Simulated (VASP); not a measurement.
Here is a VASP 6.6.1 calculation.

The input INCAR:

```
PREC = Accurate
ENCUT = 520
EDIFF = 1E-6
ISMEAR = 0
SIGMA = 0.05
LREAL = F
LASPH = T
NELM = 100
ALGO = Normal
ISIF = 2
LWAVE = F
LCHARG = F
GGA = PS
NBANDS = 30
```

Contents of KPOINTS:

```
regular mesh
0
Gamma
  6 6 6
```

POSCAR

```
CsPbBr3
1.0
    5.9501994202      0.7154198716      0.7154198716
    0.7154198716      5.9501994202      0.7154198716
    0.7154198716      0.7154198716      5.9501994202
Cs Pb Br
1 1 3
Direct
    0.0000000000      0.0000000000      0.0000000000
    0.5000000000      0.5000000000      0.5000000000
    0.0000000000      0.5000000000      0.5000000000
    0.5000000000      0.0000000000      0.5000000000
    0.5000000000      0.5000000000      0.0000000000
```

Potentials or basis: VASP PAW PBE potentials, release 64 (Cs_sv, Pb_d, Br).

Launch:

```console
$ cat potpaw_PBE.64/Cs_sv/POTCAR potpaw_PBE.64/Pb_d/POTCAR potpaw_PBE.64/Br/POTCAR > POTCAR
$ mpirun -np 1 vasp_std > vasp.out
```

Task: What does it give for the band gap on the k mesh?

Result: 1.56 eV, direct.

Task: Estimate the pressure.

Result: -0.2 GPa.

Stress tensor (GPa, compression positive):
```
-0.22 -1.35 -1.35
-1.35 -0.22 -1.35
-1.35 -1.35 -0.22
```

Caveat: the PAW data sets were made with another functional, which shifts forces and pressure a little; spin-orbit coupling is left out, which moves the levels of the heavy elements. A k mesh can miss the band edges.
